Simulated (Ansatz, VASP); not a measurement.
One calculation of Mo3W, two programs

```
CELL_PARAMETERS angstrom
0.00000 3.29117 3.29117
3.29117 0.00000 3.29117
3.29117 3.29117 0.00000
ATOMIC_POSITIONS crystal
Mo 0.75000 0.75000 0.75000
Mo 0.25000 0.25000 0.25000
Mo 0.00000 0.00000 0.00000
W 0.50000 0.50000 0.50000
```

Alike in both runs: task single point; functional PBE; k mesh 4 × 4 × 4; occupations gaussian, width 0.1 eV; no spin polarisation.

|  | VASP | Ansatz |
| --- | --- | --- |
| version | VASP 6.6.1 | Ansatz 0.2.0 |
| potentials or method | VASP PAW PBE potentials, release 64 (Mo_sv, W_sv), cutoff 520 eV | scalar-relativistic, plane waves, PAW |
| valence electrons in the cell | 56 | 56 |

```tsv
	VASP	Ansatz	Ansatz less VASP
gap on the k mesh at the Fermi level (eV)	0.35	0.35	0.000
least direct gap on the mesh (eV)	0.75	0.75	+0.001
pressure (GPa)	-24.2	-24.5	-0.28
```

With one functional, cell and mesh, what is left measures potentials, basis and numerics.

Neither program's run includes spin-orbit coupling.
